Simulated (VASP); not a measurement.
# Sc12C (a cell with a defect) in VASP: notebook, part 2 of 2

VASP 6.6.1. Earlier steps stand in the parts before.

## Step 3: Single point, LDA

INCAR reads:

```
PREC = Accurate ; ENCUT = 520
EDIFF = 1E-6 ; ISMEAR = -1
SIGMA = 0.1 ; LREAL = False
LASPH = True ; NELM = 120
ALGO = Normal ; ISIF = 2
LWAVE = False ; LCHARG = True
GGA = CA ; LELF = True
LVHAR = True ; NBANDS = 80
GGA_COMPAT = False
```

KPOINTS reads:

```
regular mesh
0
Gamma
  3 2 3
```

POSCAR reads:

```
Sc12C
1.0
    6.6200000000      0.0000000000      0.0000000000
   -4.9650000000      8.5996320000      0.0000000000
    0.0000000000      0.0000000000      5.2761400000
Sc C
12 1
Direct
    0.0044448311      0.0391993518     -0.1418082159
    0.3723427458      0.2097299047      0.4216150443
    0.1143795775      0.3320025787      0.0213034529
    0.0331776865      0.5982349012      0.5808981566
   -0.1855808054      0.6850060561      0.0545853598
    0.2227899868      0.8732466692      0.4446242897
    0.4952852912     -0.0313618071     -0.1146671620
    0.7971907302      0.2247538034      0.4732436971
    0.6622483916      0.3234208161     -0.0330734211
    0.5078080302      0.5173593475      0.5994533883
    0.2965896625      0.6554931653      0.2119541938
    0.7279856682      0.9222487660      0.4438472065
    0.6758462809      0.3995170956      0.4059786132
```

Potentials or basis: VASP PAW LDA potentials, release 64 (Sc_sv, C).

On the command line:

```bash
$ cat potpaw_LDA.64/Sc_sv/POTCAR potpaw_LDA.64/C/POTCAR > POTCAR
$ mpirun -np 1 vasp_std > vasp.out
```

OUTCAR:

```text
PREC = Accurate
   ENCUT = 520
   EDIFF = 1E-6
   ISMEAR = -1
   LREAL = False
   LASPH = True
   NELM = 120
   ISIF = 2
   GGA = CA

 ion  position               nearest neighbor table
   1  0.004  0.039  0.858-  12 2.71   3 2.76   7 3.08   2 3.16   5 3.26
   2  0.372  0.210  0.422-  13 1.95   8 2.75  10 2.88   9 2.92   6 2.98   1 3.16   3 3.31   9 3.33

   3  0.114  0.332  0.021-   1 2.76   9 2.97  11 2.99   8 3.00  10 3.21   2 3.31   8 3.42
   4  0.033  0.598  0.581-  13 2.38   6 2.47  11 2.48  10 3.16   5 3.21   8 3.27   9 3.31
   5  0.814  0.685  0.055-  10 3.05   6 3.16   4 3.21   9 3.24   1 3.26  12 3.38  11 3.39
   6  0.223  0.873  0.445-   4 2.47  11 2.73   7 2.80   2 2.98  12 3.13   5 3.16   7 3.34
   7  0.495  0.969  0.885-   6 2.80  12 2.95   1 3.08   9 3.15   8 3.18  11 3.21   6 3.34
   8  0.797  0.225  0.473-  13 2.28   2 2.75  12 2.81   3 3.00   9 3.07   9 3.13   7 3.18   4 3.27
                             3 3.42
   9  0.662  0.323  0.967-  13 2.42   2 2.92   3 2.97   8 3.07   8 3.13   7 3.15  10 3.24   5 3.24
                             4 3.31   2 3.33
  10  0.508  0.517  0.599-  13 2.22   2 2.88   5 3.05  11 3.15   4 3.16   3 3.21   9 3.24
  11  0.297  0.655  0.212-   4 2.48   6 2.73   3 2.99  12 3.02  10 3.15   7 3.21   5 3.39
  12  0.728  0.922  0.444-   1 2.71   8 2.81   7 2.95  11 3.02   6 3.13   5 3.38
  13  0.676  0.400  0.406-   2 1.95  10 2.22   8 2.28   4 2.38   9 2.42
[... 1054 lines left out ...]
  --------------------------------------------------------------------------------------
  -------------------------------------------------------------------------------------
  Total       -4.8120361      0.7453719     -5.4051786      0.2099726      1.2782093     -1.9937731
  in kB      -25.6676019      3.9758446    -28.8314484      1.1200027      6.8180220    -10.6348688
  external PRESSURE =     -16.8410686 kB  Pullay stress =       0.0000000 kB

 VOLUME and BASIS-vectors are now :
 -----------------------------------------------------------------------------
  energy-cutoff  :      520.00
  volume of cell :      300.37
      direct lattice vectors                 reciprocal lattice vectors
     6.620000000  0.000000000  0.000000000     0.151057402  0.087213034  0.000000000
    -4.965000000  8.599632000  0.000000000     0.000000000  0.116284046  0.000000000
     0.000000000  0.000000000  5.276140000     0.000000000  0.000000000  0.189532499

 POSITION                                       TOTAL-FORCE (eV/Angst)
 -----------------------------------------------------------------------------------
     -0.16520      0.33710      4.52794         1.081696     -0.143069      0.946688
      1.42360      1.80360      2.22450        -2.503352     -2.415523      0.189626
     -0.89120      2.85510      0.11240         0.614207      0.390694     -0.256262
     -2.75060      5.14460      3.06490        -0.923216     -2.485354      1.856783
      1.99040      5.89080      0.28800         0.206718     -0.117089      0.704147
     -2.86080      7.50960      2.34590        -1.328293      2.039821     -0.827739
     -1.53050      8.32993      4.67114        -0.170584      0.190542      1.386766
      4.16150      1.93280      2.49690         0.955073      0.805375      0.361430
      2.77830      2.78130      5.10164        -0.792109      0.911777     -0.183753
      0.79300      4.44910      3.16280         0.022409      0.496621     -0.619904
     -1.29110      5.63700      1.11830         0.989568     -0.056900     -2.300718
      0.24030      7.93100      2.34180         0.714626     -1.386817     -1.355783
      2.49050      3.43570      2.14200         1.133256      1.769922      0.098719
 -----------------------------------------------------------------------------------
    total drift:                                0.000135      0.000248      0.000995

  FREE ENERGIE OF THE ION-ELECTRON SYSTEM (eV)
  ---------------------------------------------------
  free  energy   TOTEN  =       -86.1152029324 eV

  energy  without entropy=      -85.4172949731  energy(sigma->0) =      -85.76624895
```

OSZICAR:

```text
N       E                     dE             d eps       ncg     rms          rms(c)
DAV:   1     0.332500955853E+04    0.33250E+04   -0.56882E+04  1600   0.186E+03
DAV:   2     0.240013284151E+03   -0.30850E+04   -0.30570E+04  2344   0.907E+02
[... 11 lines left out ...]
DAV:  14    -0.861152715336E+02    0.10865E-02   -0.10577E-02  2400   0.726E-01    0.130E-01
DAV:  15    -0.861152823973E+02   -0.10864E-04   -0.34612E-03  2280   0.398E-01    0.843E-02
DAV:  16    -0.861152356549E+02    0.46742E-04   -0.97525E-04  2416   0.228E-01    0.457E-02
DAV:  17    -0.861152099621E+02    0.25693E-04   -0.30026E-04  2496   0.105E-01    0.265E-02
DAV:  18    -0.861152031962E+02    0.67659E-05   -0.10806E-04  2312   0.608E-02    0.106E-02
DAV:  19    -0.861152028445E+02    0.35171E-06   -0.29238E-05  1960   0.333E-02    0.421E-03
DAV:  20    -0.861152029324E+02   -0.87968E-07   -0.61120E-06  1336   0.146E-02
   1 F= -.86115203E+02 E0= -.85766249E+02  d E =-.697908E+00
```

It took 18 min on 1 thread of Intel Xeon 8259CL, shared host; peak memory 0.39 GiB.

Results:

| Property | Result |
| --- | --- |
| Free energy | -86.1152 eV |
| Pressure | -1.7 GPa |
| Largest force | 3.484 eV/Å |
| Band gap on the k mesh | zero (bands 68 and 69 overlap by 0.12 eV) |

Forces on the atoms (eV/Å):
```
Sc   1.082 -0.143  0.947
Sc  -2.503 -2.416  0.190
Sc   0.614  0.391 -0.256
Sc  -0.923 -2.485  1.857
Sc   0.207 -0.117  0.704
Sc  -1.328  2.040 -0.828
Sc  -0.171  0.191  1.387
Sc   0.955  0.805  0.361
Sc  -0.792  0.912 -0.184
Sc   0.022  0.497 -0.620
Sc   0.990 -0.057 -2.301
Sc   0.715 -1.387 -1.356
C    1.133  1.770  0.099
```

Stress tensor (GPa, compression positive):
```
-2.57  0.11 -1.06
 0.11  0.40  0.68
-1.06  0.68 -2.88
```

Levels at points of the mesh, in eV from the Fermi level:
```tsv
k point	band 66	band 67	band 68	band 69	band 70	band 71
(0.00, 0.00, 0.00)	-0.27	-0.19	-0.15	-0.12	0.07	0.22
(0.00, 0.50, 0.00)	-0.31	-0.25	-0.16	-0.07	0.15	0.23
```

Caveat: the k points lie up to 0.40 Å⁻¹ apart; the atoms stand as in a frame of molecular dynamics.
